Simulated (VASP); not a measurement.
# Ta in VASP: a series of runs

The runs below take Ta through relaxation of cell and atoms, single point, with PBE.

All numbers are computed with VASP 6.6.1; they aren't measurements. Logs are shortened: lines on timing, memory, paths and dates and some standing lists are left out, and cuts for length are marked.

## Step 1: The cell of the first run

Symmetry: Im-3m, No. 229, cubic system. The conventional cell has a = 3.151 Å, b = 3.151 Å, c = 3.151 Å, α = 90.00°, β = 90.00°, γ = 90.00°. Within 3.6 Å of Ta (site symmetry m-3m) lie 14 Ta at 2.73 to 3.15 Å.

## Step 2: Relaxation of cell and atoms, PBE, target pressure 40 GPa, at which the enthalpy is minimised

File INCAR:

```
SYSTEM = Ta
ALGO = Normal
EDIFF = 1E-6
EDIFFG = -0.008
ENCUT = 600
GGA = PE
IBRION = 2
ISIF = 3
ISMEAR = 0
LASPH = .True.
LCHARG = .False.
LREAL = .False.
LWAVE = .False.
NELM = 60
NSW = 70
PREC = Accurate
PSTRESS = 400.0
SIGMA = 0.1
```

File KPOINTS:

```
k-points
0
Gamma
  18 18 18
  0 0 0
```

File POSCAR:

```
Ta
1.0
   -1.5753348012      1.5753348012      1.5753348012
    1.5753348012     -1.5753348012      1.5753348012
    1.5753348012      1.5753348012     -1.5753348012
Ta
1
Direct
    0.0000000000      0.0000000000      0.0000000000
```

Potentials or basis: VASP PAW PBE potentials, release 64 (Ta_pv).

Command:

```bash
cat potpaw_PBE.64/Ta_pv/POTCAR > POTCAR
mpirun -np 1 vasp_std > vasp.out
```

OUTCAR:

```text
SYSTEM = Ta
   EDIFF = 1E-6
   EDIFFG = -0.008
   ENCUT = 600
   GGA = PE
   IBRION = 2
   ISIF = 3
   ISMEAR = 0
   LASPH = .True.
   LREAL = .False.
   NELM = 60
   NSW = 70
   PREC = Accurate
   PSTRESS = 400.0

 ion  position               nearest neighbor table
   1  0.000  0.000  0.000-

  LATTYP: Found a body centered cubic cell.
 ALAT       =     3.1506696024

  Lattice vectors:

 A1 = (  -1.5753348012,   1.5753348012,   1.5753348012)
 A2 = (   1.5753348012,  -1.5753348012,   1.5753348012)
 A3 = (   1.5753348012,   1.5753348012,  -1.5753348012)

Analysis of symmetry for initial positions (statically):
=====================================================================
 Subroutine PRICEL returns:
 Original cell was already a primitive cell.

 Routine SETGRP: Setting up the symmetry group for a
 body centered cubic supercell.

 Subroutine GETGRP returns: Found 48 space group operations
 (whereof 48 operations were pure point group operations)
 out of a pool of 48 trial point group operations.

The static configuration has the point symmetry O_h .

Analysis of symmetry for dynamics (positions and initial velocities):
=====================================================================
 Subroutine PRICEL returns:
 Original cell was already a primitive cell.

 Routine SETGRP: Setting up the symmetry group for a
 body centered cubic supercell.

 Subroutine GETGRP returns: Found 48 space group operations
 (whereof 48 operations were pure point group operations)
 out of a pool of 48 trial point group operations.

The dynamic configuration has the point symmetry O_h .

 Subroutine INISYM returns: Found 48 space group operations
 (whereof 48 operations are pure point group operations),
 and found     1 'primitive' translations

----------------------------------------------------------------------------------------

                                     Primitive cell

  volume of cell :      15.6379

  direct lattice vectors                    reciprocal lattice vectors
    -1.575334801  1.575334801  1.575334801     0.000000000  0.317392849  0.317392849
     1.575334801 -1.575334801  1.575334801     0.317392849  0.000000000  0.317392849
     1.575334801  1.575334801 -1.575334801     0.317392849  0.317392849  0.000000000

  length of vectors
     2.728559915  2.728559915  2.728559915     0.448861271  0.448861271  0.448861271

[... 91 lines left out ...]
   EMIN   =  10.00;   EMAX   =-10.00  energy-range for DOS
   EFERMI =   0.00;   METHOD = LEGACY
   ISMEAR =     0;   SIGMA  =   0.10  broadening in eV -4-tet -1-fermi 0-gaus
   EFERMI_NEDOS =   21; number of points for ismear=-14 and -15
   IALGO  =     38    algorithm
   IMIX   =      4    mixing-type and parameters
     AMIX     =   0.40;   BMIX     =  1.00
     AMIX_MAG =   1.60;   BMIX_MAG =  1.00
  volume/ion in A,a.u.               =      15.64       105.53
  Fermi-wavevector in a.u.,A,eV,Ry     =   1.455949  2.751345 28.841464  2.119788
  Thomas-Fermi vector in A             =   2.572924
   LORBIT       =      0    0 simple, 1 ext, 2 COOP (PROOUT), +10 PAW based schemes
   GGA     = PE    functional components
   LHFCALC =     F    Hartree Fock is set to
   AEXX    =    0.0000 exact exchange contribution
   IVDW    =     0    specifies the selected vdW correction
   LEPSILON=     F    determine dielectric tensor
   LRPA    =     F    only Hartree local field effects (RPA)
 conjugate gradient relaxation of ions
 non-spin polarized calculation
 Gauss-broadening in eV      SIGMA  =   0.10
  energy-cutoff  :      600.00
  volume of cell :       15.64
 maximum number of plane-waves:       539
 NGX is ok and might be reduce to    24
   NGX = 11   NGY = 11   NGZ = 11

--------------------------------------- Ionic step        1  -------------------------------------------

 number of electron      11.0000001 magnetization

 Free energy of the ion-electron system (eV)
  ---------------------------------------------------
  ext. energy  EPLUGINS =         0.00000000
  ---------------------------------------------------
  free energy    TOTEN  =       -11.51443057 eV

  energy without entropy =      -11.50795313  energy(sigma->0) =      -11.51119185

------------------------ aborting loop because EDIFF is reached ----------------------------------------

  FORCE on cell =-STRESS in cart. coord.  units (eV):
  Direction    XX          YY          ZZ          XY          YZ          ZX
  --------------------------------------------------------------------------------------
  -------------------------------------------------------------------------------------
  Total        4.0515023      4.0515023      4.0515023     -0.0000000     -0.0000000     -0.0000000
  in kB      415.0955516    415.0955516    415.0955516     -0.0000000     -0.0000000     -0.0000000
  external PRESSURE =      15.0955516 kB  Pullay stress =     400.0000000 kB
[... 61 lines left out ...]
--------------------------------------- Ionic step        3  -------------------------------------------

 number of electron      11.0000001 magnetization

 Free energy of the ion-electron system (eV)
  ---------------------------------------------------
  ext. energy  EPLUGINS =         0.00000000
  ---------------------------------------------------
  free energy    TOTEN  =       -11.53223995 eV

  energy without entropy =      -11.52580926  energy(sigma->0) =      -11.52902460

 E-fermi :   6.6308     XC(G=0): -13.3348

 val. band max:        6.6286474358   @ k =  -0.3889   0.4444   0.1667
 cond. band min:       6.6514449779   @ k =  -0.3333   0.3333   0.0556
 fundamental gap:      0.0227975421
 Fermi energy:         6.6307760254

 k-point     1 :       0.0000    0.0000    0.0000
  band No.  band energies     occupation
      1     -25.8630      2.00000
      2     -25.8630      2.00000
      3     -25.8630      2.00000
      4      -1.7600      2.00000
      5       7.3618      0.00000
      6       7.3618      0.00000
      7       7.3618      0.00000
      8      11.1424      0.00000
      9      11.1424      0.00000
[... 265 lines left out ...]
 k-point    24 :       0.3889    0.1111    0.0000
  band No.  band energies     occupation
      1     -27.5686      2.00000
      2     -26.4905      2.00000
      3     -25.9618      2.00000
      4       2.1148      2.00000
      5       4.8229      2.00000
      6       7.7792      0.00000
      7      10.9515      0.00000
      8      12.5343      0.00000
      9      15.9620      0.00000

 [... further k-points ...]

------------------------ aborting loop because EDIFF is reached ----------------------------------------

  FORCE on cell =-STRESS in cart. coord.  units (eV):
  Direction    XX          YY          ZZ          XY          YZ          ZX
  --------------------------------------------------------------------------------------
  -------------------------------------------------------------------------------------
  Total        3.9213623      3.9213623      3.9213623     -0.0000000     -0.0000000      0.0000000
  in kB      399.9708065    399.9708065    399.9708065     -0.0000000     -0.0000000      0.0000000
  external PRESSURE =      -0.0291935 kB  Pullay stress =     400.0000000 kB
[... 20 lines left out ...]
  energy  without entropy=      -11.5258092567  energy(sigma->0) =      -11.52902460

  enthalpy is  TOTEN    =        -7.6105914671 eV   P V=        3.9216484856

 reached required accuracy - stopping structural energy minimisation
```

Wall time 34 s (1 thread of Intel Xeon Platinum 8559C (Emerald Rapids), shared host); peak memory 0.17 GiB.

Results:

```yaml
Free_energy: -11.5322 eV
Relaxed_volume: 15.71 Å³/atom
Relaxed_cell: a = 2.733 Å, b = 2.733 Å, c = 2.733 Å, α = 109.47°, β = 109.47°, γ = 109.47°
Space_group_after_relaxing_to_0.05_Å: Im-3m (No. 229)
Energy_change_on_relaxing_the_enthalpy_is_what_falls: -17.8 meV/atom
Ionic_steps: 3
Pressure_after_relaxing: 40.0 GPa
```

The path:
```
step  energy change (eV)  largest force (eV/Å)  pressure (GPa)  volume (Å³)
   1              0.0000                0.0000           41.51        15.64
   2             -0.0795                0.0000           34.50        15.97
   3             -0.0178                0.0000           40.00        15.71
```

Final structure:
```xyz
1
Lattice="-1.5777 1.5777 1.5777 1.5777 -1.5777 1.5777 1.5777 1.5777 -1.5777" Properties=species:S:1:pos:R:3 pbc="T T T"
Ta    0.0000    0.0000    0.0000
```

Caveat: the cell is relaxed towards a set pressure, so the enthalpy falls and the energy may rise; spin-orbit coupling is left out, which moves the levels of the heavy elements.

## Step 3: Relaxation of cell and atoms, PBE, target pressure 20 GPa, at which the enthalpy is minimised

This run uses another cell than the first one, of 16.72 Å³/atom, 1.070 times its volume.

File INCAR:

```
SYSTEM = Ta
  PREC = Accurate
  ENCUT = 600
  EDIFF = 1E-6
  ISMEAR = 0
  SIGMA = 0.1
  LREAL = .False.
  LASPH = .True.
  NELM = 100
  ALGO = Normal
  ISIF = 3
  LWAVE = .False.
  LCHARG = .False.
  GGA = PE
  IBRION = 2
  NSW = 70
  EDIFFG = -0.008
  PSTRESS = 200.0
```

File KPOINTS:

```
Automatic mesh
0
Gamma
  18 18 18
  0 0 0
```

File POSCAR:

```
Ta
1.0
   -1.6110192812      1.6110192812      1.6110192812
    1.6110192812     -1.6110192812      1.6110192812
    1.6110192812      1.6110192812     -1.6110192812
Ta
1
Direct
    0.0000000000      0.0000000000      0.0000000000
```

Potentials or basis: VASP PAW PBE potentials, release 64 (Ta_pv).

Command:

```bash
cat potpaw_PBE.64/Ta_pv/POTCAR > POTCAR
mpirun -np 1 vasp_std > vasp.out
```

Run time: 26 s. Hardware: 1 thread of Intel Xeon Platinum 8559C (Emerald Rapids), shared host; peak memory 0.17 GiB.

It converged, with:

- Free energy: -11.7283 eV
- Relaxed volume: 16.77 Å³/atom
- Relaxed cell: a = 2.793 Å, b = 2.793 Å, c = 2.793 Å, α = 109.47°, β = 109.47°, γ = 109.47°
- Space group after relaxing (to 0.05 Å): Im-3m (No. 229)
- Energy change on relaxing (the enthalpy is what falls): -5.7 meV/atom
- Ionic steps: 3
- Pressure after relaxing: 20.0 GPa

Step by step:
```csv
step,energy change (eV),largest force (eV/Å),pressure (GPa),volume (Å³)
1,0.0000,0.0000,20.74,16.72
2,-0.0225,0.0000,17.72,16.91
3,-0.0057,0.0000,20.01,16.77
```

Final structure:
```
Ta
1.0
    -1.61245    1.61245    1.61245
     1.61245   -1.61245    1.61245
     1.61245    1.61245   -1.61245
Ta
1
Direct
  0.00000 0.00000 0.00000
```

Levels at points of the mesh, in eV from the Fermi level:
```
           k point  band 3  band 4  band 5  band 6  band 7  band 8
(0.00, 0.00, 0.00)  -32.78   -8.18    0.73    0.73    0.73    4.26
(0.50, 0.00, 0.00)  -32.79   -4.71   -1.77    1.95    4.20    5.31
(0.50, 0.50, 0.50)  -33.80   -4.25   -4.25    7.44    7.44    7.44
```

Caveat: the cell is relaxed towards a set pressure, so the enthalpy falls and the energy may rise; spin-orbit coupling is left out, which moves the levels of the heavy elements.

(Part 1 of 2 ends here.)
